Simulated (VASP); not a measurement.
# Zn31S33 (a cell with a defect) in VASP: settings compared, part 2 of 2

VASP 6.6.1.

## Step 3: Single point, HSE06

POSCAR reads:

```
Zn31S33
1.0
   10.7125360000      0.0000000000      0.0000000000
    0.0000000000     10.7125360000      0.0000000000
    0.0000000000      0.0000000000     10.7125360000
Zn S
31 33
Direct
    0.0004220000      0.0001290000      0.0006060000
    0.9997060000      0.9994040000      0.4999090000
    0.9996000000      0.4995240000      0.9999430000
    0.0026920000      0.5003270000      0.5005420000
    0.4997100000      0.9992480000      0.9999060000
    0.5005240000      0.0025030000      0.5005010000
    0.5004480000      0.5002060000      0.0026060000
    0.2502320000      0.2498900000      0.0019690000
    0.2486860000      0.2484800000      0.4988060000
    0.2482010000      0.7516100000      0.0013010000
    0.2446820000      0.7557020000      0.5041650000
    0.7518560000      0.2479210000      0.0012480000
    0.7558980000      0.2444790000      0.5039630000
    0.7501930000      0.7499250000      0.9998320000
    0.7575730000      0.7573180000      0.4871270000
    0.2501410000      0.0016820000      0.2502300000
    0.2481300000      0.0006200000      0.7519760000
    0.2486300000      0.4980840000      0.2487960000
    0.2447150000      0.5037620000      0.7560460000
    0.7519080000      0.0006130000      0.2481460000
    0.7501600000      0.9997660000      0.7502780000
    0.7555510000      0.5037480000      0.2452090000
    0.7575250000      0.4862880000      0.7576070000
    0.0020430000      0.2498400000      0.2501790000
    0.0007340000      0.2478940000      0.7519340000
    0.0008070000      0.7515460000      0.2481580000
    0.0000560000      0.7499320000      0.7503210000
    0.4985090000      0.2482390000      0.2487050000
    0.5041490000      0.2445680000      0.7559250000
    0.5042890000      0.7552600000      0.2452670000
    0.4865910000      0.7571190000      0.7574990000
    0.5020480000      0.5021360000      0.5021980000
    0.1251200000      0.1247560000      0.1249870000
    0.1248440000      0.1245980000      0.6252030000
    0.1248570000      0.6246920000      0.1249530000
    0.1250670000      0.6252830000      0.6255420000
    0.6249860000      0.1244280000      0.1248120000
    0.6255830000      0.1248030000      0.6254730000
    0.6255060000      0.6251690000      0.1249860000
    0.6143760000      0.6142450000      0.6144830000
    0.3756450000      0.3753160000      0.1261000000
    0.3707730000      0.3705980000      0.6365880000
    0.3738600000      0.8756180000      0.1247920000
    0.3740600000      0.8776430000      0.6239180000
    0.8760370000      0.3735140000      0.1246740000
    0.8778440000      0.3737920000      0.6238730000
    0.8746020000      0.8743030000      0.1236820000
    0.8728160000      0.8725180000      0.6249340000
    0.3754840000      0.1258190000      0.3756890000
    0.3737310000      0.1240460000      0.8761650000
    0.3707080000      0.6356800000      0.3711760000
    0.3738820000      0.6237700000      0.8779760000
    0.8762290000      0.1240480000      0.3736240000
    0.8746350000      0.1235370000      0.8747690000
    0.8777840000      0.6237880000      0.3741030000
    0.8727090000      0.6245200000      0.8726160000
    0.1260360000      0.3752690000      0.3757260000
    0.1242620000      0.3733480000      0.8762490000
    0.1243430000      0.8758320000      0.3736310000
    0.1238940000      0.8743710000      0.8747740000
    0.6361130000      0.3701610000      0.3708020000
    0.6240710000      0.3736510000      0.8779850000
    0.6241120000      0.8776120000      0.3741250000
    0.6247650000      0.8723490000      0.8725730000
```

INCAR.step1 reads:

```
SYSTEM = Zn31S33
  PREC = Accurate
  ENCUT = 400
  EDIFF = 1E-5
  ISMEAR = -1
  SIGMA = 0.05
  LREAL = Auto
  LASPH = .TRUE.
  NELM = 120
  ALGO = Normal
  ISIF = 2
  LWAVE = .TRUE.
  LCHARG = .FALSE.
  GGA = PE
  NELECT = 568.0
  ISYM = -1
  NBANDS = 323
  GGA_COMPAT = .FALSE.
  KPAR = 1
```

INCAR.step2 reads:

```
SYSTEM = Zn31S33
  PREC = Accurate
  ENCUT = 400
  EDIFF = 1E-6
  ISMEAR = -1
  SIGMA = 0.05
  LREAL = Auto
  LASPH = .TRUE.
  NELM = 120
  ALGO = Normal
  ISIF = 2
  LWAVE = .FALSE.
  LCHARG = .FALSE.
  GGA = PE
  LHFCALC = .TRUE.
  HFSCREEN = 0.2079
  PRECFOCK = Fast
  ISTART = 1
  NELECT = 568.0
  ISYM = -1
  NBANDS = 323
  GGA_COMPAT = .FALSE.
  KPAR = 1
```

KPOINTS reads:

```
explicit points
1
Reciprocal
  0.25000000   0.25000000   0.25000000 1
```

Potentials or basis: VASP PAW PBE potentials, release 64 (Zn, S).

Command:

```console
$ cat potpaw_PBE.64/Zn/POTCAR potpaw_PBE.64/S/POTCAR > POTCAR
$ cp INCAR.step1 INCAR
$ mpirun -np 4 vasp_std > vasp.out
$ cp INCAR.step2 INCAR
$ mpirun -np 4 vasp_std > vasp.out
```

Run time: 14 min. Hardware: 4 MPI ranks of Intel Xeon 6975P-C (Granite Rapids), shared host; peak memory 0.7 GiB.

The run converged. Its results:

* Free energy: -272.0120 eV
* Largest force: 0.623 eV/Å

Forces on the atoms (eV/Å):
```
Zn  -0.001  0.000 -0.018
Zn   0.007  0.008  0.013
Zn   0.001  0.017 -0.011
Zn  -0.026 -0.006 -0.010
Zn   0.020  0.000 -0.013
Zn  -0.006 -0.026 -0.009
Zn  -0.005 -0.005 -0.022
Zn  -0.014 -0.011 -0.014
Zn  -0.048 -0.051 -0.042
Zn  -0.010 -0.006 -0.012
Zn  -0.037  0.041  0.027
Zn  -0.003 -0.011 -0.011
Zn   0.041 -0.038  0.024
Zn   0.005  0.007 -0.004
Zn   0.016  0.015 -0.033
Zn  -0.011 -0.009 -0.016
Zn  -0.004 -0.001 -0.015
Zn  -0.053 -0.043 -0.058
Zn  -0.044  0.025  0.037
Zn  -0.010 -0.003 -0.010
Zn   0.012 -0.005  0.010
Zn   0.040  0.021 -0.045
Zn   0.022 -0.019  0.014
Zn  -0.012 -0.010 -0.017
Zn   0.004 -0.006 -0.013
Zn   0.000 -0.009 -0.009
Zn  -0.006  0.014  0.008
Zn  -0.043 -0.049 -0.053
Zn   0.024 -0.047  0.037
Zn   0.022  0.041 -0.047
Zn  -0.019  0.025  0.016
S    0.073  0.073  0.092
S    0.007  0.007  0.016
S    0.016  0.018 -0.016
S    0.021 -0.013  0.031
S    0.034 -0.014 -0.003
S   -0.011  0.021  0.030
S   -0.012  0.035 -0.002
S   -0.007 -0.008  0.043
S   -0.363 -0.356 -0.360
S    0.021  0.021  0.042
S    0.234  0.239 -0.184
S    0.012 -0.001  0.018
S    0.016 -0.018 -0.001
S   -0.001  0.011  0.016
S   -0.017  0.015 -0.002
S   -0.004 -0.006  0.015
S   -0.023 -0.023  0.001
S    0.023  0.041  0.025
S    0.020  0.017 -0.001
S    0.258 -0.165  0.241
S    0.024 -0.012 -0.014
S   -0.006  0.014  0.019
S   -0.011  0.005  0.003
S   -0.020 -0.009  0.026
S   -0.022 -0.015 -0.015
S    0.042  0.022  0.025
S    0.016  0.020 -0.002
S    0.015 -0.007  0.020
S    0.003 -0.010  0.004
S   -0.160  0.253  0.230
S   -0.013  0.025 -0.014
S   -0.009 -0.020  0.028
S   -0.016 -0.020 -0.015
```

Levels at points of the mesh, in eV from the Fermi level:
```tsv
k point	band 282	band 283	band 284	band 285	band 286	band 287
(0.25, 0.25, 0.25)	-0.90	-0.89	-0.89	0.86	0.89	2.21
```

Caveat: the cell carries a net charge on a neutralising background, which shifts energy and pressure; the cell is charged against a uniform background, so pressure and absolute levels hang on convention; the PAW data sets were made with another functional, which shifts forces and pressure a little.
